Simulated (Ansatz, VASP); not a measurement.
## Ta3Cu in VASP and in Ansatz

Contents of INCAR:

```
SYSTEM = Ta3Cu
PREC = Accurate
ENCUT = 820
EDIFF = 1E-6
ISMEAR = -1
SIGMA = 0.05
LREAL = .False.
LASPH = .True.
NELM = 120
ALGO = Normal
ISIF = 2
LWAVE = .False.
LCHARG = .False.
GGA = CA
NBANDS = 37
GGA_COMPAT = .False.
```

File KPOINTS:

```
regular mesh
0
Gamma
  9 9 9
  0 0 0
```

Contents of POSCAR:

```
Ta3Cu
1.0
   -1.9655463842      1.9655463842      4.1222648751
    1.9655463842     -1.9655463842      4.1222648751
    1.9655463842      1.9655463842     -4.1222648751
Ta Cu
3 1
Direct
    0.5000000000      0.5000000000      0.0000000000
    0.2500000000      0.7500000000      0.5000000000
    0.7500000000      0.2500000000      0.5000000000
    0.0000000000      0.0000000000      0.0000000000
```

File input.yaml:

```yaml
crystal:
  lattice:
    - [-1.9655463842, 1.9655463842, 4.1222648751]
    - [1.9655463842, -1.9655463842, 4.1222648751]
    - [1.9655463842, 1.9655463842, -4.1222648751]
  atoms:
    - { symbol: Ta, position: [0.5, 0.5, 0.0] }
    - { symbol: Ta, position: [0.25, 0.75, 0.5] }
    - { symbol: Ta, position: [0.75, 0.25, 0.5] }
    - { symbol: Cu, position: [0.0, 0.0, 0.0] }
hamiltonian:
  xc: lda
  pseudopotentials: { kind: paw }
kpoints:
  mp_grid: { grid: [9, 9, 9] }
scf:
  occupations: { method: fermi_dirac, width: 0.05 }
output:
  forces: true
  stress: true
  eigenvalues: true
```

Alike in both runs: task single point; functional LDA; k mesh 9 × 9 × 9; occupations fermi-dirac, width 0.05 eV; no spin polarisation.

|  | VASP | Ansatz |
| --- | --- | --- |
| version | VASP 6.6.1 | Ansatz 0.2.0 |
| potentials or method | VASP PAW LDA potentials, release 64 (Ta_sv_GW, Cu_sv_GW) | Ansatz PAW |
| plane-wave cutoff (eV) | 820 | 420 |
| valence electrons in the cell | 58 | 58 |

Ansatz gave:

| Property | Result |
| --- | --- |
| gap on the k mesh at the Fermi level (eV) | none |
| pressure (GPa) | 0.1 |
| traceless stress, the component that is largest in VASP (GPa) | -0.79 |

Q: Which values does VASP return?

A: gap on the k mesh at the Fermi level (eV): none; pressure (GPa): 0.4; traceless stress, the component that is largest in VASP (GPa): -0.79.

LDA's correlation is that of Perdew and Zunger in VASP and of Perdew and Wang (1992) in Ansatz. A gap of «none» marks a metal or a gap that the smearing closes.

Spin-orbit coupling is off throughout.
